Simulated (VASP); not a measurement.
# SrPb2N2 (P-3m1) in VASP: single point with PBE

Aim: the single point of SrPb2N2 with PBE.

Program: VASP 6.6.1. These are calculated values, not measurements. Logs are shortened: lines on timing, memory, paths and dates and some standing lists are left out, and cuts for length are marked.

### 1 The cell of the first run

The structure is trigonal, space group P-3m1 (No. 164). The conventional cell has a = 3.597 Å, b = 3.597 Å, c = 10.378 Å, α = 90.00°, β = 90.00°, γ = 120.00°. Sr (site symmetry -3m) has 6 N at 2.97 Å and 6 Sr at 3.60 Å and 6 Pb at 4.03 Å within 4.1 Å. Within 3.3 Å of Pb (site symmetry 3m) lie 3 N at 2.46 Å. Within 3.3 Å of N (site symmetry 3m) lie 3 Pb at 2.46 Å and 3 Sr at 2.97 Å.

### 2 Single point, PBE (strained and its atoms moved)

INCAR reads:

```
SYSTEM = SrPb2N2
PREC = Accurate
ENCUT = 520
EDIFF = 1E-7
ISMEAR = 0
SIGMA = 0.05
LREAL = .False.
LASPH = .True.
NELM = 60
ALGO = Normal
ISIF = 2
LWAVE = .False.
LCHARG = .True.
GGA = PE
LELF = .True.
LVHAR = .True.
NBANDS = 32
```

KPOINTS reads:

```
regular mesh
0
Gamma
  12 12 4
  0 0 0
```

POSCAR reads:

```
SrPb2N2
1.0
    3.5974741490      0.0000000000      0.0000000000
   -1.7987370745      3.1155040025      0.0000000000
    0.0000000000      0.0000000000     10.3784459694
Sr Pb N
1 2 2
Direct
    0.0000000000      0.0000000000      0.5000000000
    0.6666666667      0.3333333333      0.1677060180
    0.3333333333      0.6666666667      0.8322939820
    0.6666666667      0.3333333333      0.7047711463
    0.3333333333      0.6666666667      0.2952288537
```

Potentials or basis: VASP PAW PBE potentials, release 64 (Sr_sv, Pb_d, N).

The run is started by

```console
> cat potpaw_PBE.64/Sr_sv/POTCAR potpaw_PBE.64/Pb_d/POTCAR potpaw_PBE.64/N/POTCAR > POTCAR
> mpirun -np 1 vasp_std > vasp.out
```

OUTCAR:

```text
SYSTEM = SrPb2N2
   PREC = Accurate
   ENCUT = 520
   EDIFF = 1E-7
   ISMEAR = 0
   LREAL = .False.
   LASPH = .True.
   NELM = 60
   ISIF = 2
   GGA = PE

 ion  position               nearest neighbor table
   1  0.000  0.000  0.500-   4 2.97   5 2.97   4 2.97   5 2.97   4 2.97   5 2.97   2 4.03   3 4.03
                             3 4.03   2 4.03   2 4.03   3 4.03
   2  0.667  0.333  0.168-   5 2.46   5 2.46   5 2.46   1 4.03   1 4.03   1 4.03   3 4.05   3 4.05
                             3 4.05
   3  0.333  0.667  0.832-   4 2.46   4 2.46   4 2.46   1 4.03   1 4.03   1 4.03   2 4.05   2 4.05
                             2 4.05
   4  0.667  0.333  0.705-   3 2.46   3 2.46   3 2.46   1 2.97   1 2.97   1 2.97
   5  0.333  0.667  0.295-   2 2.46   2 2.46   2 2.46   1 2.97   1 2.97   1 2.97

  LATTYP: Found a hexagonal cell.
 ALAT       =     3.5974741490
 C/A-ratio  =     2.8849257950

  Lattice vectors:

 A1 = (   3.5974741490,   0.0000000000,   0.0000000000)
 A2 = (  -1.7987370745,   3.1155040025,   0.0000000000)
 A3 = (   0.0000000000,   0.0000000000,  10.3784459694)

Analysis of symmetry for initial positions (statically):
=====================================================================
 Subroutine PRICEL returns:
 Original cell was already a primitive cell.

 Routine SETGRP: Setting up the symmetry group for a
 hexagonal supercell.

 Subroutine GETGRP returns: Found 12 space group operations
 (whereof 12 operations were pure point group operations)
 out of a pool of 24 trial point group operations.

The static configuration has the point symmetry D_3d.

Analysis of symmetry for dynamics (positions and initial velocities):
=====================================================================
 Subroutine PRICEL returns:
 Original cell was already a primitive cell.

 Routine SETGRP: Setting up the symmetry group for a
 hexagonal supercell.

 Subroutine GETGRP returns: Found 12 space group operations
 (whereof 12 operations were pure point group operations)
 out of a pool of 24 trial point group operations.

The dynamic configuration has the point symmetry D_3d.

 Subroutine INISYM returns: Found 12 space group operations
 (whereof 12 operations are pure point group operations),
 and found     1 'primitive' translations

----------------------------------------------------------------------------------------

                                     Primitive cell

  volume of cell :     116.3211
[... 91 lines left out ...]
   LSORBIT =      F    spin-orbit coupling
   LASPH  =      T    aspherical Exc in radial PAW
   ENCUT  =  520.0 eV  38.22 Ry    6.18 a.u.   6.69  6.69 19.30*2*pi/ulx,y,z
   NELM   =     60;   NELMIN=  2; NELMDL= -5     # of ELM steps
   EDIFF  = 0.1E-06   stopping-criterion for ELM
   LREAL  =      F    real-space projection
   EDIFFG = 0.1E-05   stopping-criterion for IOM
   NSW    =      0    number of steps for IOM
   IBRION =     -1    ionic relax: 0-MD 1-quasi-New 2-CG
   NFREE  =      0    steps in history (QN), initial steepest desc. (CG)
   ISIF   =      2    stress and relaxation
   ISYM   =      2    0-nonsym 1-usesym 2-fastsym
   POTIM  = 0.5000    time-step for ionic-motion
   TEBEG  =    0.0;   TEEND  =   0.0 temperature during run
   PSTRESS=    0.0 pullay stress
   NELECT =      48.0000    total number of electrons
   NUPDOWN=      -1.0000    fix difference up-down
   EMIN   =  10.00;   EMAX   =-10.00  energy-range for DOS
   EFERMI =   0.00;   METHOD = LEGACY
   ISMEAR =     0;   SIGMA  =   0.05  broadening in eV -4-tet -1-fermi 0-gaus
   EFERMI_NEDOS =   21; number of points for ismear=-14 and -15
   IALGO  =     38    algorithm
   IMIX   =      4    mixing-type and parameters
     AMIX     =   0.40;   BMIX     =  1.00
     AMIX_MAG =   1.60;   BMIX_MAG =  1.00
  volume/ion in A,a.u.               =      23.26       156.99
  Fermi-wavevector in a.u.,A,eV,Ry     =   1.218809  2.303216 20.211406  1.485496
  Thomas-Fermi vector in A             =   2.354083
   LORBIT       =      0    0 simple, 1 ext, 2 COOP (PROOUT), +10 PAW based schemes
   GGA     = PE    functional components
   LHFCALC =     F    Hartree Fock is set to
   AEXX    =    0.0000 exact exchange contribution
   IVDW    =     0    specifies the selected vdW correction
   LEPSILON=     F    determine dielectric tensor
   LRPA    =     F    only Hartree local field effects (RPA)
 non-spin polarized calculation
 Gauss-broadening in eV      SIGMA  =   0.05
  energy-cutoff  :      520.00
  volume of cell :      116.32
 maximum number of plane-waves:      3165
 NGX is ok and might be reduce to    28
   NGX = 13   NGY = 13   NGZ = 39

 number of electron      48.0000003 magnetization

 Free energy of the ion-electron system (eV)
  ---------------------------------------------------
  ext. energy  EPLUGINS =         0.00000000
  ---------------------------------------------------
  free energy    TOTEN  =       -24.75589641 eV

  energy without entropy =      -24.75589641  energy(sigma->0) =      -24.75589641

 E-fermi :   4.6151     XC(G=0):  -9.6003

 val. band max:        4.3322195439   @ k =   0.0833   0.0000   0.0000
 cond. band min:       4.8590099921   @ k =   0.0000   0.0000   0.0000
 fundamental gap:      0.5267904481
 Fermi energy:         4.6150675180

 k-point     1 :       0.0000    0.0000    0.0000
  band No.  band energies     occupation
      1     -30.9926      2.00000
      2     -12.9164      2.00000
      3     -12.7234      2.00000
      4     -12.7234      2.00000
      5     -11.7734      2.00000
      6     -11.7734      2.00000
[... 829 lines left out ...]
     31       9.5787      0.00000
     32      10.5019      0.00000

 [... further k-points ...]
[... 5 lines left out ...]
  --------------------------------------------------------------------------------------
  -------------------------------------------------------------------------------------
  Total       -0.5207064     -0.5207064    -12.0533687      0.0000000      0.0000000      0.0000000
  in kB       -7.1720804     -7.1720804   -166.0201112      0.0000000      0.0000000      0.0000000
  external PRESSURE =     -60.1214240 kB  Pullay stress =       0.0000000 kB

 VOLUME and BASIS-vectors are now :
 -----------------------------------------------------------------------------
  energy-cutoff  :      520.00
  volume of cell :      116.32
      direct lattice vectors                 reciprocal lattice vectors
     3.597474149  0.000000000  0.000000000     0.277972811  0.160487677  0.000000000
    -1.798737074  3.115504002  0.000000000     0.000000000  0.320975354  0.000000000
     0.000000000  0.000000000 10.378445969     0.000000000  0.000000000  0.096353539

 POSITION                                       TOTAL-FORCE (eV/Angst)
 -----------------------------------------------------------------------------------
      0.00000      0.00000      5.18922        -0.000000      0.000000     -0.000000
      1.79874      1.03850      1.74053         0.000000      0.000000      1.390318
     -0.00000      2.07700      8.63792        -0.000000     -0.000000     -1.390318
      1.79874      1.03850      7.31443         0.000000      0.000000     -0.724891
     -0.00000      2.07700      3.06402        -0.000000      0.000000      0.724891
 -----------------------------------------------------------------------------------
    total drift:                                0.000000     -0.000000      0.000000

  FREE ENERGIE OF THE ION-ELECTRON SYSTEM (eV)
  ---------------------------------------------------
  free  energy   TOTEN  =       -24.7558964082 eV

  energy  without entropy=      -24.7558964082  energy(sigma->0) =      -24.75589641
```

OSZICAR:

```text
N       E                     dE             d eps       ncg     rms          rms(c)
DAV:   1     0.533480421134E+03    0.53348E+03   -0.22930E+04  4416   0.163E+03
DAV:   2     0.375950705777E+02   -0.49589E+03   -0.47074E+03  4648   0.446E+02
DAV:   3    -0.275068824506E+02   -0.65102E+02   -0.62268E+02  7128   0.169E+02
DAV:   4    -0.303753268471E+02   -0.28684E+01   -0.28526E+01  5704   0.347E+01
DAV:   5    -0.305782902932E+02   -0.20296E+00   -0.20288E+00  7728   0.832E+00    0.160E+01
DAV:   6    -0.257598410622E+02    0.48184E+01   -0.33887E+01  7616   0.483E+01    0.157E+01
DAV:   7    -0.248129585790E+02    0.94688E+00   -0.54747E+00  5608   0.119E+01    0.878E+00
DAV:   8    -0.248243917139E+02   -0.11433E-01   -0.24238E+00  6688   0.717E+00    0.211E+00
DAV:   9    -0.247542697867E+02    0.70122E-01   -0.22028E-01  6752   0.291E+00    0.959E-01
DAV:  10    -0.247555833415E+02   -0.13136E-02   -0.24552E-02  5504   0.780E-01    0.469E-01
DAV:  11    -0.247558690578E+02   -0.28572E-03   -0.49461E-03  7136   0.345E-01    0.156E-01
DAV:  12    -0.247559091719E+02   -0.40114E-04   -0.39588E-04  5328   0.108E-01    0.422E-02
DAV:  13    -0.247558986707E+02    0.10501E-04   -0.16981E-04  7168   0.684E-02    0.287E-02
DAV:  14    -0.247558969825E+02    0.16881E-05   -0.19252E-05  6824   0.282E-02    0.122E-02
DAV:  15    -0.247558964527E+02    0.52989E-06   -0.41486E-06  6592   0.101E-02    0.222E-03
DAV:  16    -0.247558964082E+02    0.44431E-07   -0.46927E-07  5048   0.367E-03
   1 F= -.24755896E+02 E0= -.24755896E+02  d E =-.225611E-14
```

Run time: 3 min. Hardware: 1 thread of AMD EPYC 9R45 (Zen 5), shared host; peak memory 0.37 GiB.

What came out:

```
Free energy            : -24.7559 eV
Pressure               : -6.0 GPa
Largest force          : 1.390 eV/Å
Band gap on the k mesh : 0.53 eV (least direct gap 0.56 eV)
```

Forces on the atoms (eV/Å):
```
Sr   0.000  0.000  0.000
Pb   0.000  0.000  1.390
Pb   0.000  0.000 -1.390
N    0.000  0.000 -0.725
N    0.000  0.000  0.725
```

Stress tensor (GPa, compression positive):
```
 -0.72   0.00   0.00
  0.00  -0.72   0.00
  0.00   0.00 -16.60
```

Levels at points of the mesh, in eV from the valence-band top:
| k point | band 22 | band 23 | band 24 | band 25 | band 26 | band 27 |
| --- | --- | --- | --- | --- | --- | --- |
| (0.00, 0.00, 0.00) | -0.16 | -0.16 | -0.03 | 0.53 | 2.08 | 3.50 |
| (0.50, 0.00, 0.00) | -1.14 | -1.03 | -0.80 | 0.92 | 1.65 | 2.14 |
| (0.00, 0.00, 0.50) | -0.33 | -0.17 | -0.17 | 1.30 | 1.96 | 3.18 |
| (0.50, 0.00, 0.50) | -1.18 | -0.98 | -0.84 | 1.35 | 1.53 | 1.97 |

Caveat: the cell differs from its parent crystal (strained and its atoms moved); the cell stands under tension; spin-orbit coupling is left out, which moves the levels of the heavy elements; forces of over 1 eV/Å act on the atoms, so gaps and moduli don't describe the material at rest. A k mesh can miss the band edges.
